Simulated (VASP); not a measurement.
Here is a VASP 6.6.1 calculation.

INCAR

```
PREC     = Accurate       # precision mode
ENCUT    = 520            # plane-wave cutoff, eV
EDIFF    = 1E-6           # SCF threshold, eV
ISMEAR   = -1             # smearing method
SIGMA    = 0.05           # smearing width, eV
LREAL    = F              # projectors in reciprocal space
LASPH    = T              # aspherical terms in the spheres
NELM     = 80             # most SCF steps
ALGO     = Normal         # electronic algorithm
ISIF     = 2              # what is computed and relaxed
LWAVE    = F              # write WAVECAR
LCHARG   = F              # write CHGCAR
GGA      = PS             # functional
NBANDS   = 18             # bands
```

The input KPOINTS:

```
Automatic mesh
0
Gamma
  13 13 13
```

POSCAR

```
ZnAu
1.0
    3.1285185988      0.0000000000      0.0000000000
    0.0000000000      3.1285185988      0.0000000000
    0.0000000000      0.0000000000      3.1285185988
Zn Au
1 1
Direct
    0.5000000000      0.5000000000      0.5000000000
    0.0000000000      0.0000000000      0.0000000000
```

Potentials or basis: VASP PAW PBE potentials, release 64 (Zn, Au).

The run is started by

```bash
$ cat potpaw_PBE.64/Zn/POTCAR potpaw_PBE.64/Au/POTCAR > POTCAR
$ mpirun -np 1 vasp_std > vasp.out
```

Task: Predict the pressure.

Result: 0.1 GPa.

Task: What does it give for the band gap on the k mesh?

Result: Zero (an odd number of electrons rules out a gap without spin polarisation).

Caveat: the PAW data sets were made with another functional, which shifts forces and pressure a little; spin-orbit coupling is left out, which moves the levels of the heavy elements.
